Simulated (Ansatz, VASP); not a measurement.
# One calculation of HfO2, two programs

```xyz
12
Lattice="5.3514 0.0000 0.0000 0.0000 5.1310 0.0000 0.0000 0.0000 5.0060" Properties=species:S:1:pos:R:3 pbc="T T T"
Hf    0.1713    1.3577    1.1917
Hf    2.5044    1.3577    3.6947
Hf    2.8470    3.7732    1.1917
Hf    5.1801    3.7732    3.6947
O     1.9485    0.3302    1.9251
O     0.7272    0.3302    4.4281
O     3.8618    2.4031    2.4550
O     4.1654    2.4031    4.9580
O     1.4896    2.7279    4.9580
O     1.1861    2.7279    2.4550
O     4.6242    4.8008    1.9251
O     3.4029    4.8008    4.4281
```

Change from the starting cell: epitaxial_xy strain +2.0%.

Alike in both runs: task single point; functional PBE; k mesh 6 × 6 × 6; occupations fermi-dirac, width 0.02 eV; no spin polarisation.

```csv
,VASP,Ansatz
version,VASP 6.6.1,Ansatz 0.2.0
potentials or method,"VASP PAW PBE potentials, release 64 (Hf_pv, O)","plane waves, PAW"
plane-wave cutoff (eV),520,420
valence electrons in the cell,88,152
```

```tsv
	VASP	Ansatz	Ansatz less VASP
gap on the k mesh at the Fermi level (eV)	4.41	4.46	+0.046
pressure (GPa)	-3.0	0.2	+3.11
traceless stress, the component that is largest in VASP (GPa)	5.25	5.13	-0.126
rms of the force components (eV/Å)	0.013	0.029	+0.0169
```

Atom by atom the forces differ by 0.031 eV/Å (rms over components). VASP's potentials hold 88 valence electrons a cell and Ansatz's 152, so a difference there can come from the potentials and not from the codes.

Spin-orbit coupling is off throughout.
